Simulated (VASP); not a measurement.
Wanted: the native input for a VASP 6.6.1 run.

```yaml
Task: single point
Functional: PBEsol
Potentials_or_basis: VASP PAW PBE potentials, release 64 (Rb_sv)
Cutoff: 520 eV
k_mesh: 1 × 1 × 14
Occupations: gaussian, width 0.05 eV
Spin: collinear spin, ferromagnetic start
Starting_moments: "[0.5, 0.5] μB"
Dipole_correction: no
Further_INCAR_settings: ALGO = Normal; EDIFF = 1e-06; NBANDS = 20
```

The structure of Rb lies in POSCAR:

```
Rb
1.0
   12.9000000000      0.0000000000      0.0000000000
    0.0000000000      9.3000000000      0.0000000000
    0.0000000000      0.0000000000      4.6307850584
Rb
2
Direct
    0.3476047041      0.5000000000      0.0000000000
    0.6523952959      0.5000000000      0.5000000000
```

One way to write it, as run:

INCAR

```
SYSTEM = Rb
PREC = Accurate
ENCUT = 520
EDIFF = 1E-6
ISMEAR = 0
SIGMA = 0.05
LREAL = .FALSE.
LASPH = .TRUE.
NELM = 150
ALGO = Normal
ISIF = 2
LWAVE = .FALSE.
LCHARG = .FALSE.
ISPIN = 2
MAGMOM = 0.5 0.5
LORBIT = 11
GGA = PS
NBANDS = 20
```

KPOINTS

```
regular mesh
0
G
  1 1 14
  0 0 0
```

Potentials or basis: VASP PAW PBE potentials, release 64 (Rb_sv).

Run with:

```bash
$ cat potpaw_PBE.64/Rb_sv/POTCAR > POTCAR
$ mpirun -np 1 vasp_std > vasp.out
```

It gave:

* Largest force: 0.065 eV/Å
* Net moment: 0.32 μB per cell
* Valence electrons inside the program's atomic spheres: Rb 7.29

Caveat: the PAW data sets were made with another functional, which shifts forces and pressure a little.

Run time: 15 min on 1 thread of AMD EPYC 7R43 64-Core Processor (Zen 3) (shared host), peak memory 0.7 GiB.
